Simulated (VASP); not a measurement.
# K (Im-3m) in VASP: a series of runs

The runs below take K through single point, with r2SCAN.

Everything below comes from runs of VASP 6.6.1. Logs are shortened: lines on timing, memory, paths and dates and some standing lists are left out, and cuts for length are marked.

## 1. The cell of the first run

Symmetry: Im-3m, No. 229, cubic system. Conventional cell: a = 5.117 Å, b = 5.117 Å, c = 5.117 Å, α = 90.00°, β = 90.00°, γ = 90.00°. K (site symmetry m-3m) has 14 K at 4.43 to 5.12 Å within 5.8 Å.

## 2. Single point, r2SCAN (volume scaled by 0.88)

POSCAR

```
K
1.0
   -2.5585668046      2.5585668046      2.5585668046
    2.5585668046     -2.5585668046      2.5585668046
    2.5585668046      2.5585668046     -2.5585668046
K
1
Direct
    0.0000000000      0.0000000000      0.0000000000
```

INCAR.step1

```
ALGO = Normal
EDIFF = 1E-4
ENCUT = 520
GGA = PE
ISMEAR = -1
LASPH = True
LCHARG = False
LREAL = False
LWAVE = True
NBANDS = 10
NELM = 60
PREC = Accurate
SIGMA = 0.1
```

INCAR.step2

```
ALGO = Normal
EDIFF = 1E-6
ENCUT = 520
ISIF = 2
ISMEAR = -1
ISTART = 1
LASPH = True
LCHARG = False
LMIXTAU = True
LREAL = False
LWAVE = False
METAGGA = R2SCAN
NBANDS = 10
NELM = 60
PREC = Accurate
SIGMA = 0.1
```

KPOINTS

```
k-points
0
Gamma
  14 14 14
```

Potentials or basis: VASP PAW PBE potentials, release 64 (K_sv).

Command:

```
$ cat potpaw_PBE.64/K_sv/POTCAR > POTCAR
$ cp INCAR.step1 INCAR
$ mpirun -np 1 vasp_std > vasp.out
$ cp INCAR.step2 INCAR
$ mpirun -np 1 vasp_std > vasp.out
```

OUTCAR:

```text
EDIFF = 1E-6
   ENCUT = 520
   ISIF = 2
   ISMEAR = -1
   ISTART = 1
   LASPH = True
   LREAL = False
   METAGGA = R2SCAN
   NELM = 60
   PREC = Accurate

 ion  position               nearest neighbor table
   1  0.000  0.000  0.000-

  LATTYP: Found a body centered cubic cell.
 ALAT       =     5.1171336092

  Lattice vectors:

 A1 = (  -2.5585668046,   2.5585668046,   2.5585668046)
 A2 = (   2.5585668046,  -2.5585668046,   2.5585668046)
 A3 = (   2.5585668046,   2.5585668046,  -2.5585668046)

Analysis of symmetry for initial positions (statically):
=====================================================================
 Subroutine PRICEL returns:
 Original cell was already a primitive cell.

 Routine SETGRP: Setting up the symmetry group for a
 body centered cubic supercell.

 Subroutine GETGRP returns: Found 48 space group operations
 (whereof 48 operations were pure point group operations)
 out of a pool of 48 trial point group operations.

The static configuration has the point symmetry O_h .

Analysis of symmetry for dynamics (positions and initial velocities):
=====================================================================
 Subroutine PRICEL returns:
 Original cell was already a primitive cell.

 Routine SETGRP: Setting up the symmetry group for a
 body centered cubic supercell.

 Subroutine GETGRP returns: Found 48 space group operations
 (whereof 48 operations were pure point group operations)
 out of a pool of 48 trial point group operations.

The dynamic configuration has the point symmetry O_h .

 Subroutine INISYM returns: Found 48 space group operations
 (whereof 48 operations are pure point group operations),
 and found     1 'primitive' translations

----------------------------------------------------------------------------------------

                                     Primitive cell

  volume of cell :      66.9962

  direct lattice vectors                    reciprocal lattice vectors
    -2.558566805  2.558566805  2.558566805     0.000000000  0.195421905  0.195421905
     2.558566805 -2.558566805  2.558566805     0.195421905  0.000000000  0.195421905
     2.558566805  2.558566805 -2.558566805     0.195421905  0.195421905  0.000000000

  length of vectors
     4.431567700  4.431567700  4.431567700     0.276368309  0.276368309  0.276368309

  position of ions in fractional coordinates (direct lattice)
     0.000000000  0.000000000  0.000000000

  ion indices of the primitive-cell ions
   primitive index   ion index
                 1           1

----------------------------------------------------------------------------------------

 KPOINTS: k-points

Automatic generation of k-mesh.
 Grid dimensions read from file:
 generate k-points for:   14   14   14

 Generating k-lattice:

  Cartesian coordinates                     Fractional coordinates (reciprocal lattice)
     0.000000000  0.013958708  0.013958708     0.071428571  0.000000000  0.000000000
     0.013958708  0.000000000  0.013958708     0.000000000  0.071428571  0.000000000
     0.013958708  0.013958708  0.000000000     0.000000000  0.000000000  0.071428571

  Length of vectors
     0.019740593  0.019740593  0.019740593

  Shift w.r.t. Gamma in fractional coordinates (k-lattice)
     0.000000000  0.000000000  0.000000000

 Subroutine IBZKPT returns following result:
 ===========================================

 Found    104 irreducible k-points:

 Following reciprocal coordinates:
            Coordinates               Weight
  0.000000  0.000000  0.000000      1.000000
  0.071429  0.000000  0.000000     12.000000
  0.142857  0.000000  0.000000     12.000000
  0.214286  0.000000  0.000000     12.000000
  0.285714  0.000000  0.000000     12.000000
  0.357143  0.000000  0.000000     12.000000
[... 16 lines left out ...]
  0.285714  0.285714  0.000000     24.000000
  0.357143  0.285714  0.000000     24.000000
 [... further k-points ...]
   k-points           NKPTS =    104   k-points in BZ     NKDIM =    104   number of bands    NBANDS=     10
   number of dos      NEDOS =    301   number of ions     NIONS =      1
   total plane-waves  NPLWV =  46656
   dimension x,y,z NGX =    36 NGY =   36 NGZ =   36
   dimension x,y,z NGXF=    72 NGYF=   72 NGZF=   72
   ions per type =               1
   NGX,Y,Z   is equivalent  to a cutoff of  13.51, 13.51, 13.51 a.u.
   NGXF,Y,Z  is equivalent  to a cutoff of  27.01, 27.01, 27.01 a.u.
 SYSTEM =  unknown system
   PREC   = accura    normal or accurate (medium, high low for compatibility)
   ISTART =      1    job   : 0-new  1-cont  2-samecut
   ICHARG =      0    charge: 1-file 2-atom 10-const
   ISPIN  =      1    spin polarized calculation?
   LNONCOLLINEAR =      F non collinear calculations
   LSORBIT =      F    spin-orbit coupling
   LASPH  =      T    aspherical Exc in radial PAW
   ENCUT  =  520.0 eV  38.22 Ry    6.18 a.u.   8.24  8.24  8.24*2*pi/ulx,y,z
   NELM   =     60;   NELMIN=  2; NELMDL=  0     # of ELM steps
[... 23 lines left out ...]
  Thomas-Fermi vector in A             =   1.952495
   LORBIT       =      0    0 simple, 1 ext, 2 COOP (PROOUT), +10 PAW based schemes
   METAGGA = R2SCAN    functional components
   LHFCALC =     F    Hartree Fock is set to
   AEXX    =    0.0000 exact exchange contribution
   IVDW    =     0    specifies the selected vdW correction
   LEPSILON=     F    determine dielectric tensor
   LRPA    =     F    only Hartree local field effects (RPA)
 non-spin polarized calculation
  energy-cutoff  :      520.00
  volume of cell :       67.00
 maximum number of plane-waves:      1865
 NGX is ok and might be reduce to    36
   NGX = 17   NGY = 17   NGZ = 17

 number of electron       9.0000000 magnetization

 Free energy of the ion-electron system (eV)
  ---------------------------------------------------
  ext. energy  EPLUGINS =         0.00000000
  ---------------------------------------------------
  free energy    TOTEN  =        -6.00782433 eV

  energy without entropy =       -5.98478800  energy(sigma->0) =       -5.99630616

 E-fermi :   0.1510     XC(G=0):  -6.1500

 val. band max:        0.1265132509   @ k =   0.2857   0.2143   0.0000
 cond. band min:       0.1806430025   @ k =   0.3571   0.0714   0.0714
 fundamental gap:      0.0541297517
 Fermi energy:         0.1510359914

 k-point     1 :       0.0000    0.0000    0.0000
  band No.  band energies     occupation
      1     -33.4494      2.00000
      2     -16.1133      2.00000
      3     -16.1133      2.00000
      4     -16.1133      2.00000
      5      -2.2859      2.00000
      6       4.9967      0.00000
      7       4.9967      0.00000
      8       4.9967      0.00000
      9       6.0112      0.00000
     10       6.0112      0.00000

 k-point     2 :       0.0714    0.0000    0.0000
  band No.  band energies     occupation
      1     -33.4491      2.00000
      2     -16.1181      2.00000
      3     -16.1148      2.00000
      4     -16.1133      2.00000
      5      -2.2131      2.00000
      6       4.8891      0.00000
      7       4.8951      0.00000
      8       5.0565      0.00000
      9       5.8594      0.00000
     10       5.9879      0.00000

 k-point     3 :       0.1429    0.0000    0.0000
  band No.  band energies     occupation
      1     -33.4482      2.00000
      2     -16.1316      2.00000
      3     -16.1191      2.00000
      4     -16.1133      2.00000
      5      -1.9973      2.00000
      6       4.4599      0.00000
      7       4.6453      0.00000
      8       5.2348      0.00000
      9       5.7301      0.00000
     10       5.9430      0.00000

 k-point     4 :       0.2143    0.0000    0.0000
  band No.  band energies     occupation
      1     -33.4468      2.00000
      2     -16.1510      2.00000
      3     -16.1253      2.00000
      4     -16.1133      2.00000
      5      -1.6465      2.00000
      6       3.7853      0.00000
      7       4.3462      0.00000
      8       5.5279      0.00000
      9       5.7790      0.00000
     10       5.9257      0.00000
[... 222 lines left out ...]
 k-point    22 :       0.3571    0.2143    0.0000
  band No.  band energies     occupation
      1     -33.4423      2.00000
      2     -16.1949      2.00000
      3     -16.1581      2.00000
      4     -16.1230      2.00000
      5       0.7794      0.00373
      6       1.4564      0.00000
      7       2.8106      0.00000
      8       5.5439      0.00000
      9       6.2652      0.00000
     10       6.5472      0.00000

 k-point    23 :       0.2857    0.2857    0.0000
  band No.  band energies     occupation
      1     -33.4422      2.00000
      2     -16.1895      2.00000
      3     -16.1637      2.00000
      4     -16.1243      2.00000
      5       0.7266      0.00631
      6       1.8138      0.00000
      7       2.4654      0.00000
      8       5.6801      0.00000
      9       5.9856      0.00000
     10       6.5254      0.00000

 k-point    24 :       0.3571    0.2857    0.0000
  band No.  band energies     occupation
      1     -33.4420      2.00000
      2     -16.1857      2.00000
      3     -16.1709      2.00000
      4     -16.1248      2.00000
      5       1.2633      0.00003
      6       1.4183      0.00001
      7       2.2663      0.00000
      8       5.6243      0.00000
      9       6.1674      0.00000
     10       6.3039      0.00000

 [... further k-points ...]
[... 5 lines left out ...]
  --------------------------------------------------------------------------------------
  -------------------------------------------------------------------------------------
  Total        0.2345684      0.2345684      0.2345684      0.0000000     -0.0000000      0.0000000
  in kB        5.6095739      5.6095739      5.6095739      0.0000000     -0.0000000      0.0000000
  external PRESSURE =       5.6095739 kB  Pullay stress =       0.0000000 kB

 VOLUME and BASIS-vectors are now :
 -----------------------------------------------------------------------------
  energy-cutoff  :      520.00
  volume of cell :       67.00
      direct lattice vectors                 reciprocal lattice vectors
    -2.558566805  2.558566805  2.558566805     0.000000000  0.195421905  0.195421905
     2.558566805 -2.558566805  2.558566805     0.195421905  0.000000000  0.195421905
     2.558566805  2.558566805 -2.558566805     0.195421905  0.195421905  0.000000000

 POSITION                                       TOTAL-FORCE (eV/Angst)
 -----------------------------------------------------------------------------------
      0.00000      0.00000      0.00000         0.000000      0.000000      0.000000
 -----------------------------------------------------------------------------------
    total drift:                               -0.000000     -0.000000      0.000000

  FREE ENERGIE OF THE ION-ELECTRON SYSTEM (eV)
  ---------------------------------------------------
  free  energy   TOTEN  =        -6.0078243317 eV

  energy  without entropy=       -5.9847879953  energy(sigma->0) =       -5.99630616
```

Wall time 7.4 min (1 thread of AMD EPYC 7R13, shared host); peak memory 0.22 GiB.

What came out:

```yaml
Free_energy: -6.0078 eV
Pressure: 0.6 GPa
```

Levels at points of the mesh, in eV from the Fermi level:
```csv
k point,band 1,band 2,band 3,band 4,band 5,band 6,band 7,band 8,band 9
"(0.00, 0.00, 0.00)",-33.60,-16.26,-16.26,-16.26,-2.44,4.85,4.85,4.85,5.86
"(0.50, 0.00, 0.00)",-33.59,-16.36,-16.30,-16.26,0.56,0.70,3.52,5.63,6.45
"(0.50, 0.50, 0.50)",-33.59,-16.33,-16.33,-16.33,1.71,1.71,4.06,4.06,4.06
```

Caveat: the cell differs from its parent crystal (volume scaled by 0.88); the PAW data sets were made with another functional, which shifts forces and pressure a little.

## 3. Single point, r2SCAN (volume scaled by 0.92)

POSCAR

```
K
1.0
   -2.5967599996      2.5967599996      2.5967599996
    2.5967599996     -2.5967599996      2.5967599996
    2.5967599996      2.5967599996     -2.5967599996
K
1
Direct
    0.0000000000      0.0000000000      0.0000000000
```

INCAR.step1

```
ALGO = Normal ; EDIFF = 1E-4
ENCUT = 520 ; GGA = PE
ISMEAR = -1 ; LASPH = True
LCHARG = False ; LREAL = False
LWAVE = True ; NBANDS = 10
NELM = 80 ; PREC = Accurate
SIGMA = 0.1
```

INCAR.step2

```
ALGO = Normal ; EDIFF = 1E-7
ENCUT = 520 ; ISIF = 2
ISMEAR = -1 ; ISTART = 1
LASPH = True ; LCHARG = False
LMIXTAU = True ; LREAL = False
LWAVE = False ; METAGGA = R2SCAN
NBANDS = 10 ; NELM = 80
PREC = Accurate ; SIGMA = 0.1
```

KPOINTS is that of step 2.

Potentials or basis: VASP PAW PBE potentials, release 64 (K_sv).

Command:

```
$ cat potpaw_PBE.64/K_sv/POTCAR > POTCAR
$ cp INCAR.step1 INCAR
$ mpirun -np 1 vasp_std > vasp.out
$ cp INCAR.step2 INCAR
$ mpirun -np 1 vasp_std > vasp.out
```

Wall time 8.3 min (1 thread of AMD EPYC 7R13, shared host); peak memory 0.22 GiB.

It converged, with:

```yaml
Free_energy: -6.0169 eV
Pressure: 0.3 GPa
```

Levels at points of the mesh, in eV from the Fermi level:
| k point | band 2 | band 3 | band 4 | band 5 | band 6 | band 7 |
| --- | --- | --- | --- | --- | --- | --- |
| (0.00, 0.00, 0.00) | -16.29 | -16.29 | -16.29 | -2.37 | 4.80 | 4.80 |
| (0.50, 0.00, 0.00) | -16.37 | -16.32 | -16.29 | 0.57 | 0.67 | 3.51 |
| (0.50, 0.50, 0.50) | -16.35 | -16.35 | -16.35 | 1.75 | 1.75 | 3.92 |

Caveat: the cell differs from its parent crystal (volume scaled by 0.92); the PAW data sets were made with another functional, which shifts forces and pressure a little.

## 4. Single point, r2SCAN (volume scaled by 0.96)

POSCAR

```
K
1.0
   -2.6338615837      2.6338615837      2.6338615837
    2.6338615837     -2.6338615837      2.6338615837
    2.6338615837      2.6338615837     -2.6338615837
K
1
Direct
    0.0000000000      0.0000000000      0.0000000000
```

INCAR.step1

```
PREC     = Accurate       # precision mode
ENCUT    = 520            # plane-wave cutoff, eV
ISMEAR   = -1             # smearing method
SIGMA    = 0.1            # smearing width, eV
LREAL    = F              # projectors in reciprocal space
LASPH    = T              # aspherical terms in the spheres
NELM     = 100            # most SCF steps
NBANDS   = 10             # bands
GGA      = PE             # functional
ALGO     = Normal         # electronic algorithm
EDIFF    = 1E-4           # SCF threshold, eV
LWAVE    = T              # write WAVECAR
LCHARG   = F              # write CHGCAR
```

INCAR.step2

```
PREC     = Accurate       # precision mode
ENCUT    = 520            # plane-wave cutoff, eV
EDIFF    = 1E-6           # SCF threshold, eV
ISMEAR   = -1             # smearing method
SIGMA    = 0.1            # smearing width, eV
LREAL    = F              # projectors in reciprocal space
LASPH    = T              # aspherical terms in the spheres
NELM     = 100            # most SCF steps
ALGO     = Normal         # electronic algorithm
ISIF     = 2              # what is computed and relaxed
LWAVE    = F              # write WAVECAR
LCHARG   = F              # write CHGCAR
METAGGA  = R2SCAN         # meta-GGA
LMIXTAU  = T            
NBANDS   = 10             # bands
ISTART   = 1
```

KPOINTS

```
regular mesh
0
Gamma
  14 14 14
```

Command:

```
$ cat potpaw_PBE.64/K_sv/POTCAR > POTCAR
$ cp INCAR.step1 INCAR
$ mpirun -np 1 vasp_std > vasp.out
$ cp INCAR.step2 INCAR
$ mpirun -np 1 vasp_std > vasp.out
```

Wall time 6.4 min (1 thread of AMD EPYC 7R13, shared host); peak memory 0.22 GiB.

The run converged. Its results:

- Free energy: -6.0221 eV
- Pressure: 0.2 GPa

Levels at points of the mesh, in eV from the Fermi level:
```csv
k point,band 2,band 3,band 4,band 5,band 6,band 7
"(0.00, 0.00, 0.00)",-16.32,-16.32,-16.32,-2.31,4.76,4.76
"(0.50, 0.00, 0.00)",-16.39,-16.34,-16.32,0.57,0.65,3.49
"(0.50, 0.50, 0.50)",-16.37,-16.37,-16.37,1.78,1.78,3.79
```

Caveat: the cell differs from its parent crystal (volume scaled by 0.96); the PAW data sets were made with another functional, which shifts forces and pressure a little.

## 5. Single point, r2SCAN

This run uses another cell than the first one, of 76.13 Å³/atom, 1.136 times its volume.

POSCAR

```
K
1.0
   -2.6699463634      2.6699463634      2.6699463634
    2.6699463634     -2.6699463634      2.6699463634
    2.6699463634      2.6699463634     -2.6699463634
K
1
Direct
    0.0000000000      0.0000000000      0.0000000000
```

INCAR.step1

```
SYSTEM = K
PREC = Accurate
ENCUT = 520
ISMEAR = -1
SIGMA = 0.1
LREAL = .False.
LASPH = .True.
NELM = 80
NBANDS = 10
GGA = PE
ALGO = Normal
EDIFF = 1E-4
LWAVE = .True.
LCHARG = .False.
```

INCAR.step2

```
SYSTEM = K
PREC = Accurate
ENCUT = 520
EDIFF = 1E-6
ISMEAR = -1
SIGMA = 0.1
LREAL = .False.
LASPH = .True.
NELM = 80
ALGO = Normal
ISIF = 2
LWAVE = .False.
LCHARG = .False.
METAGGA = R2SCAN
LMIXTAU = .True.
NBANDS = 10
ISTART = 1
```

KPOINTS

```
Automatic mesh
0
Gamma
  14 14 14
  0 0 0
```

Command:

```
$ cat potpaw_PBE.64/K_sv/POTCAR > POTCAR
$ cp INCAR.step1 INCAR
$ mpirun -np 1 vasp_std > vasp.out
$ cp INCAR.step2 INCAR
$ mpirun -np 1 vasp_std > vasp.out
```

Run time: 6.1 min. Hardware: 1 thread of AMD EPYC 7R13, shared host; peak memory 0.23 GiB.

Results (log left out):

```yaml
Free_energy: -6.0241 eV
Pressure: 0.0 GPa
```

Levels at points of the mesh, in eV from the Fermi level:
```
           k point  band 1  band 2  band 3  band 4  band 5  band 6  band 7  band 8  band 9
(0.00, 0.00, 0.00)  -33.68  -16.35  -16.35  -16.35   -2.25    4.72    4.72    4.72    5.66
(0.50, 0.00, 0.00)  -33.67  -16.41  -16.37  -16.35    0.57    0.62    3.48    5.36    6.22
(0.50, 0.50, 0.50)  -33.67  -16.39  -16.39  -16.39    1.80    1.80    3.68    3.68    3.68
```

Caveat: the PAW data sets were made with another functional, which shifts forces and pressure a little.

## 6. Single point, r2SCAN

This run uses another cell than the first one, of 76.13 Å³/atom, 1.136 times its volume.

POSCAR is that of step 5.

INCAR.step1

```
  ALGO = Normal
  EDIFF = 1E-4
  ENCUT = 520
  GGA = PE
  ISMEAR = -1
  LASPH = T
  LCHARG = F
  LREAL = F
  LWAVE = T
  NBANDS = 10
  NELM = 80
  PREC = Accurate
  SIGMA = 0.1
```

INCAR.step2

```
  ALGO = Normal
  EDIFF = 1E-6
  ENCUT = 520
  ISIF = 2
  ISMEAR = -1
  ISTART = 1
  LASPH = T
  LCHARG = F
  LMIXTAU = T
  LREAL = F
  LWAVE = F
  METAGGA = R2SCAN
  NBANDS = 10
  NELM = 80
  PREC = Accurate
  SIGMA = 0.1
```

KPOINTS

```
k-points
0
Gamma
  14 14 14
```

Potentials or basis: VASP PAW PBE potentials, release 64 (K_sv).

Command:

```
$ cat potpaw_PBE.64/K_sv/POTCAR > POTCAR
$ cp INCAR.step1 INCAR
$ mpirun -np 1 vasp_std > vasp.out
$ cp INCAR.step2 INCAR
$ mpirun -np 1 vasp_std > vasp.out
```

Run time: 6.4 min. Hardware: 1 thread of AMD EPYC 7R13, shared host; peak memory 0.23 GiB.

The run converged. Its results:

```
Free energy : -6.0241 eV
Pressure    : 0.0 GPa
```

Levels at points of the mesh, in eV from the Fermi level:
```tsv
k point	band 2	band 3	band 4	band 5	band 6	band 7
(0.00, 0.00, 0.00)	-16.35	-16.35	-16.35	-2.25	4.72	4.72
(0.50, 0.00, 0.00)	-16.41	-16.37	-16.35	0.57	0.62	3.48
(0.50, 0.50, 0.50)	-16.39	-16.39	-16.39	1.80	1.80	3.68
```

Caveat: the PAW data sets were made with another functional, which shifts forces and pressure a little.

## 7. The runs side by side

```csv
cell,gap on the mesh (eV),pressure (GPa)
"a = 4.432 Å, angles 109.5°, 1 atom",none,0.6
"a = 4.498 Å, angles 109.5°, 1 atom",none,0.3
"a = 4.562 Å, angles 109.5°, 1 atom",none,0.2
"a = 4.624 Å, angles 109.5°, 1 atom",none,0.0
```

Alike in all rows: task single point; level r2SCAN; potentials or basis VASP PAW PBE potentials, release 64 (K_sv); no spin polarisation; k mesh 14 × 14 × 14; cutoff (eV) 520; smearing fermi-dirac 0.1 eV.

Caveats: the PAW data sets were made with another functional, which shifts forces and pressure a little.

Total energies depend on the potentials used, so only differences within one code and one set of settings carry meaning.
